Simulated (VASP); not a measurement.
Wanted: the native input for a VASP 6.6.1 run.

- Task: single point
- Functional: LDA
- Potentials or basis: VASP PAW LDA potentials, release 64 (La)
- Cutoff: 520 eV
- k mesh: 12 × 12 × 12
- Occupations: fermi-dirac, width 0.1 eV
- Spin: no spin polarisation
- Dipole correction: no
- Further INCAR settings: ALGO = Normal; EDIFF = 1e-06; NBANDS = 12

The structure of La lies in POSCAR:

```
La
1.0
   -2.0239797009      2.0239797009      2.0239797009
    2.0239797009     -2.0239797009      2.0239797009
    2.0239797009      2.0239797009     -2.0239797009
La
1
Direct
    0.0000000000      0.0000000000      0.0000000000
```

This isn't the form of La at room conditions, which is double hcp.

These files were run (other wordings do the same):

INCAR

```
PREC = Accurate ; ENCUT = 520
EDIFF = 1E-6 ; ISMEAR = -1
SIGMA = 0.1 ; LREAL = False
LASPH = True ; NELM = 80
ALGO = Normal ; ISIF = 2
LWAVE = False ; LCHARG = False
NBANDS = 12
```

KPOINTS

```
Automatic mesh
0
Gamma
  12 12 12
```

Potentials or basis: VASP PAW LDA potentials, release 64 (La).

Launch:

```bash
$ cat potpaw_LDA.64/La/POTCAR > POTCAR
$ mpirun -np 1 vasp_std > vasp.out
```

Results of the run:

The pressure is 0.0 GPa. The band gap on the k mesh is zero (an odd number of electrons rules out a gap without spin polarisation).

Caveat: spin-orbit coupling is left out, which moves the levels of the heavy elements.

Wall time 52 s on 1 thread of AMD EPYC 7R13, with other jobs on the host, peak memory 0.14 GiB.
